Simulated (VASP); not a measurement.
Crystal: W.

```xyz
1
Lattice="0.0000 2.0300 2.0300 2.0300 0.0000 2.0300 2.0300 2.0300 0.0000" Properties=species:S:1:pos:R:3 pbc="T T T"
W     0.0000    0.0000    0.0000
```

This isn't the form of W at room conditions, which is bcc.

Base run:

```yaml
Program: VASP 6.6.1
Functional: r2SCAN
Potentials_or_basis: VASP PAW PBE potentials, release 64 (W_sv)
Cutoff: 550 eV
k_mesh: 14 × 14 × 14
Occupations: fermi-dirac, width 0.05 eV
Spin: no spin polarisation
```

Its results: band gap on the k mesh zero (bands 7 and 8 overlap by 3.46 eV); pressure -7.9 GPa.

Task: The run is repeated on the same cell with these changes: functional from r2SCAN to RPBE; cutoff from 550 eV to 500 eV; dispersion from none to D3(BJ). What comes out?

Result: Band gap on the k mesh zero (bands 7 and 8 overlap by 3.44 eV); pressure -44.4 GPa.

Several settings changed at once.

Caveats: the cell stands under tension; the PAW data sets were made with another functional, which shifts forces and pressure a little; spin-orbit coupling is left out, which moves the levels of the heavy elements; the dispersion term is far too large for a dense solid, which distorts pressure and volume (at least some runs).
